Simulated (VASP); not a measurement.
A run of VASP 6.6.1:

INCAR

```
ALGO = Normal
EDIFF = 1E-6
ENCUT = 500
GGA = PS
GGA_COMPAT = False
ISIF = 2
ISMEAR = 0
IVDW = 12
LASPH = True
LCHARG = False
LREAL = False
LWAVE = False
NBANDS = 26
NELM = 120
PREC = Accurate
SIGMA = 0.05
```

Contents of KPOINTS:

```
k-points
0
Gamma
  10 10 6
```

Contents of POSCAR:

```
AgCl
1.0
    3.3311591989      0.0000000000      0.0000000000
    0.0000000000      3.3311591989      0.0000000000
    0.0000000000      0.0000000000      6.6623183978
Ag Cl
2 2
Direct
   -0.1675092563      0.0000000000      0.0000000000
    0.1675092563      0.0000000000      0.5000000000
    0.4404711729      0.5000000000      0.2500000000
    0.5595288271      0.5000000000      0.7500000000
```

Potentials or basis: VASP PAW PBE potentials, release 64 (Ag, Cl).

Command:

```sh
$ cat potpaw_PBE.64/Ag/POTCAR potpaw_PBE.64/Cl/POTCAR > POTCAR
$ mpirun -np 1 vasp_std > vasp.out
```

Hardware: 1 thread of AMD EPYC 7R13 Processor (Zen 3), on a shared host.

Question: How long does it take, and how much memory?

Answer: It took 2.3 min on 1 thread of AMD EPYC 7R13 Processor (Zen 3) (shared host), peak memory 0.3 GiB. Counts: scf iterations 13, k points 144.
